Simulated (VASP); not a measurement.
# Na (P1) in VASP: a series of runs

Na is run at these levels: PBEsol; tasks: single point.

Everything below comes from runs of VASP 6.6.1. Logs are shortened: lines on timing, memory, paths and dates and some standing lists are left out, and cuts for length are marked.

## 1. The cell of the first run

The typed cell holds 7 atoms: a = 7.521 Å, b = 7.521 Å, c = 7.521 Å, α = 109.47°, β = 109.47°, γ = 109.47°.

## 2. Single point, PBEsol

The input, INCAR:

```
SYSTEM = Na
PREC     = Accurate       ! precision mode
ENCUT    = 520            ! plane-wave cutoff, eV
EDIFF    = 1E-6           ! SCF threshold, eV
ISMEAR   = 1              ! smearing method
SIGMA    = 0.15           ! smearing width, eV
LREAL    = .False.        ! projectors in reciprocal space
LASPH    = .True.         ! aspherical terms in the spheres
NELM     = 60             ! most SCF steps
ALGO     = Normal         ! electronic algorithm
ISIF     = 2              ! what is computed and relaxed
LWAVE    = .False.        ! write WAVECAR
LCHARG   = .True.         ! write CHGCAR
GGA      = PS             ! functional
LELF     = .True.         ! ELF
LVHAR    = .True.       
NBANDS   = 34             ! bands
```

The input, KPOINTS:

```
regular mesh
0
Gamma
  2 2 2
  0 0 0
```

The input, POSCAR:

```
Na
1.0
   -4.3420640000      4.3420640000      4.3420640000
    4.3420640000     -4.3420640000      4.3420640000
    4.3420640000      4.3420640000     -4.3420640000
Na
7
Direct
   -0.0024495263      0.0012468725     -0.0013993345
   -0.0005500840     -0.0014506926      0.4984372639
    0.0019488428      0.4991378524      0.4992027985
    0.4990802761      0.0014049770      0.0017917746
    0.5019991645      0.0009138511      0.5031251267
    0.4989534931      0.4993284300     -0.0029294824
    0.5012726666      0.4989044381      0.4975032611
```

Potentials or basis: VASP PAW PBE potentials, release 64 (Na_pv).

Started as:

```bash
> cat potpaw_PBE.64/Na_pv/POTCAR > POTCAR
> mpirun -np 1 vasp_std > vasp.out
```

OUTCAR:

```text
SYSTEM = Na
   PREC = Accurate
   ENCUT = 520
   EDIFF = 1E-6
   ISMEAR = 1
   LREAL = .False.
   LASPH = .True.
   NELM = 60
   ISIF = 2
   GGA = PS

 ion  position               nearest neighbor table
   1  0.998  0.001  0.999-
   2  0.999  0.999  0.498-
   3  0.002  0.499  0.499-
   4  0.499  0.001  0.002-
   5  0.502  0.001  0.503-
   6  0.499  0.499  0.997-
   7  0.501  0.499  0.498-

  LATTYP: Found a body centered cubic cell.
 ALAT       =     8.6841280000

  Lattice vectors:

 A1 = (  -4.3420640000,   4.3420640000,   4.3420640000)
 A2 = (   4.3420640000,  -4.3420640000,   4.3420640000)
 A3 = (   4.3420640000,   4.3420640000,  -4.3420640000)

Analysis of symmetry for initial positions (statically):
=====================================================================
 Subroutine PRICEL returns:
 Original cell was already a primitive cell.

 Routine SETGRP: Setting up the symmetry group for a
 body centered cubic supercell.

 Subroutine GETGRP returns: Found  1 space group operations
 (whereof  1 operations were pure point group operations)
 out of a pool of 48 trial point group operations.

The static configuration has the point symmetry C_1 .

Analysis of symmetry for dynamics (positions and initial velocities):
=====================================================================
 Subroutine PRICEL returns:
 Original cell was already a primitive cell.

 Routine SETGRP: Setting up the symmetry group for a
 body centered cubic supercell.

 Subroutine GETGRP returns: Found  1 space group operations
 (whereof  1 operations were pure point group operations)
 out of a pool of 48 trial point group operations.

The dynamic configuration has the point symmetry C_1 .

 Subroutine INISYM returns: Found  1 space group operations
 (whereof  1 operations are pure point group operations),
 and found     1 'primitive' translations

----------------------------------------------------------------------------------------

                                     Primitive cell

  volume of cell :     327.4528

  direct lattice vectors                    reciprocal lattice vectors
    -4.342064000  4.342064000  4.342064000     0.000000000  0.115152609  0.115152609
[... 80 lines left out ...]
   LREAL  =      F    real-space projection
   EDIFFG = 0.1E-04   stopping-criterion for IOM
   NSW    =      0    number of steps for IOM
   IBRION =     -1    ionic relax: 0-MD 1-quasi-New 2-CG
   NFREE  =      0    steps in history (QN), initial steepest desc. (CG)
   ISIF   =      2    stress and relaxation
   ISYM   =      2    0-nonsym 1-usesym 2-fastsym
   POTIM  = 0.5000    time-step for ionic-motion
   TEBEG  =    0.0;   TEEND  =   0.0 temperature during run
   PSTRESS=    0.0 pullay stress
   NELECT =      49.0000    total number of electrons
   NUPDOWN=      -1.0000    fix difference up-down
   EMIN   =  10.00;   EMAX   =-10.00  energy-range for DOS
   EFERMI =   0.00;   METHOD = LEGACY
   ISMEAR =     1;   SIGMA  =   0.15  broadening in eV -4-tet -1-fermi 0-gaus
   EFERMI_NEDOS =   21; number of points for ismear=-14 and -15
   IALGO  =     38    algorithm
   IMIX   =      4    mixing-type and parameters
     AMIX     =   0.40;   BMIX     =  1.00
     AMIX_MAG =   1.60;   BMIX_MAG =  1.00
  volume/ion in A,a.u.               =      46.78       315.68
  Fermi-wavevector in a.u.,A,eV,Ry     =   0.869142  1.642440 10.277943  0.755407
  Thomas-Fermi vector in A             =   1.987921
   LORBIT       =      0    0 simple, 1 ext, 2 COOP (PROOUT), +10 PAW based schemes
   GGA     = PS    functional components
   LHFCALC =     F    Hartree Fock is set to
   AEXX    =    0.0000 exact exchange contribution
   IVDW    =     0    specifies the selected vdW correction
   LEPSILON=     F    determine dielectric tensor
   LRPA    =     F    only Hartree local field effects (RPA)
 non-spin polarized calculation
 Methfessel and Paxton  Order N= 1 SIGMA  =   0.15
  energy-cutoff  :      520.00
  volume of cell :      327.45
 maximum number of plane-waves:      8806
 NGX is ok and might be reduce to    56
   NGX = 27   NGY = 27   NGZ = 27

 number of electron      48.9999975 magnetization

 Free energy of the ion-electron system (eV)
  ---------------------------------------------------
  ext. energy  EPLUGINS =         0.00000000
  ---------------------------------------------------
  free energy    TOTEN  =        -8.64717889 eV

  energy without entropy =       -8.63820334  energy(sigma->0) =       -8.64418704

 E-fermi :  -0.1722     XC(G=0):  -5.8662

 val. band max:       -0.1843727161   @ k =   0.5000   0.5000   0.0000
 cond. band min:       0.0046995541   @ k =   0.5000   0.5000   0.0000
 fundamental gap:      0.1890722702
 Fermi energy:        -0.1721838374

 k-point     1 :       0.0000    0.0000    0.0000
  band No.  band energies     occupation
      1     -25.3350      2.00000
      2     -25.3350      2.00000
      3     -25.3350      2.00000
      4     -25.3321      2.00000
      5     -25.3162      2.00000
      6     -25.3161      2.00000
[... 285 lines left out ...]
     33       2.6701     -0.00000
     34       3.7228      0.00000

------------------------ aborting loop because EDIFF is reached ----------------------------------------

  FORCE on cell =-STRESS in cart. coord.  units (eV):
  Direction    XX          YY          ZZ          XY          YZ          ZX
  --------------------------------------------------------------------------------------
  -------------------------------------------------------------------------------------
  Total       -1.2550862     -1.2554692     -1.2580529     -0.0001140     -0.0001419     -0.0008405
  in kB       -6.1409488     -6.1428228     -6.1554644     -0.0005579     -0.0006941     -0.0041125
  external PRESSURE =      -6.1464120 kB  Pullay stress =       0.0000000 kB

 VOLUME and BASIS-vectors are now :
 -----------------------------------------------------------------------------
  energy-cutoff  :      520.00
  volume of cell :      327.45
      direct lattice vectors                 reciprocal lattice vectors
    -4.342064000  4.342064000  4.342064000     0.000000000  0.115152609  0.115152609
     4.342064000 -4.342064000  4.342064000     0.115152609  0.000000000  0.115152609
     4.342064000  4.342064000 -4.342064000     0.115152609  0.115152609  0.000000000

 POSITION                                       TOTAL-FORCE (eV/Angst)
 -----------------------------------------------------------------------------------
      0.00997      8.66200      0.00085        -0.000023      0.000108      0.000390
      2.16034      2.16816      6.51119        -0.000302      0.000134     -0.000510
      4.32640      0.00874      0.00818         0.000326      0.000158      0.000553
     -2.15316      2.16872      2.16536         0.000283     -0.000235     -0.000916
      0.00886      4.36035     -0.00092        -0.000137      0.000060      0.000212
      4.33097      4.32772      0.00526        -0.000386     -0.000194      0.000158
      2.14991      2.17047      2.18264         0.000239     -0.000031      0.000113
 -----------------------------------------------------------------------------------
    total drift:                               -0.000853     -0.000517      0.000565

  FREE ENERGIE OF THE ION-ELECTRON SYSTEM (eV)
  ---------------------------------------------------
  free  energy   TOTEN  =        -8.6471788874 eV

  energy  without entropy=       -8.6382033402  energy(sigma->0) =       -8.64418704
```

OSZICAR:

```text
N       E                     dE             d eps       ncg     rms          rms(c)
DAV:   1     0.371049266639E+03    0.37105E+03   -0.25495E+04   656   0.131E+03
DAV:   2     0.139310561682E+02   -0.35712E+03   -0.35295E+03   552   0.364E+02
DAV:   3    -0.817735058196E+01   -0.22108E+02   -0.21537E+02   642   0.116E+02
DAV:   4    -0.869392142283E+01   -0.51657E+00   -0.51480E+00   600   0.160E+01
DAV:   5    -0.870654433942E+01   -0.12623E-01   -0.12622E-01   652   0.285E+00    0.819E-01
DAV:   6    -0.867348745490E+01    0.33057E-01   -0.26568E-02   642   0.163E+00    0.532E-01
DAV:   7    -0.864785523389E+01    0.25632E-01   -0.66347E-02   570   0.216E+00    0.125E-01
DAV:   8    -0.864715263761E+01    0.70260E-03   -0.80709E-03   618   0.100E+00    0.335E-02
DAV:   9    -0.864718834485E+01   -0.35707E-04   -0.21057E-04   568   0.100E-01    0.135E-02
DAV:  10    -0.864717856769E+01    0.97772E-05   -0.53533E-05   568   0.324E-02    0.569E-03
DAV:  11    -0.864717888743E+01   -0.31974E-06   -0.61884E-06   594   0.242E-02
   1 F= -.86471789E+01 E0= -.86441870E+01  d E =-.897555E-02
```

Wall time 74 s (1 thread of Intel Xeon Platinum 8259CL at 2.50GHz (Skylake/Cascade Lake), shared host); peak memory 0.44 GiB.

What came out:

* Free energy: -8.6472 eV
* Pressure: -0.6 GPa
* Band gap on the k mesh: zero (an odd number of electrons rules out a gap without spin polarisation)

Caveat: the k points lie up to 0.51 Å⁻¹ apart, too coarse for converged energies and pressures of a metal; the PAW data sets were made with another functional, which shifts forces and pressure a little.

(Part 1 of 2 ends here.)

The gap in the log of VASP goes by the Fermi energy; the results here count the filled bands.